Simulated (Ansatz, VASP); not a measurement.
**One calculation of Be, two programs**

```
CELL_PARAMETERS angstrom
0.00000 2.44846 2.44846
2.44846 0.00000 2.44846
2.44846 2.44846 0.00000
ATOMIC_POSITIONS crystal
Be 0.00000 0.00000 0.00000
Be 0.25000 0.25000 0.25000
```

Alike in both runs: functional PBE; k mesh 13 × 13 × 13; occupations fermi-dirac, width 0.08 eV; no spin polarisation.

Ansatz relaxed the structure, and its values are those at the end. VASP's run is a single point on that final structure, the one shown.

|  | VASP | Ansatz |
| --- | --- | --- |
| version | VASP 6.6.1 | Ansatz 0.2.0 |
| potentials or method | VASP PAW PBE potentials, release 64 (Be) | PAW with Ansatz's default frozen-core files, scalar-relativistic |
| plane-wave cutoff (eV) | 520 | 420 |
| valence electrons in the cell | 4 | 4 |

|  | VASP | Ansatz | Ansatz less VASP |
| --- | --- | --- | --- |
| pressure (GPa) | 0.0 | 0.0 | -0.03 |

With one functional, cell and mesh, what is left measures potentials, basis and numerics.
